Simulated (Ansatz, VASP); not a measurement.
**KI: VASP beside Ansatz**

```xyz
2
Lattice="0.0000 3.5598 3.5246 3.5598 0.0000 3.5246 3.5598 3.5598 0.0000" Properties=species:S:1:pos:R:3 pbc="T T T"
K     0.0000    0.0000    0.0000
I     3.5598    3.5598    3.5246
```

Change from the starting cell: equal xx and yy strain of +1 %.

Alike in both runs: task single point; functional PBEsol; k mesh 8 × 8 × 8; occupations fermi-dirac, width 0.01 eV; no spin polarisation.

|  | VASP | Ansatz |
| --- | --- | --- |
| version | VASP 6.6.1 | Ansatz 0.2.0 |
| potentials or method | VASP PAW PBE potentials, release 64 (K_sv, I), cutoff 520 eV | all-electron LAPW, scalar-relativistic |

```csv
,VASP,Ansatz,Ansatz less VASP
gap on the k mesh at the Fermi level (eV),3.79,3.79,+0.003
pressure (GPa),-0.4,-0.4,-0.03
"traceless stress, the component that is largest in VASP (GPa)",0.15,0.14,-0.003
```

VASP's potentials were made for PBE, not for PBEsol. Ansatz ran all-electron here, and VASP with PAW potentials.

Spin-orbit coupling is off throughout.
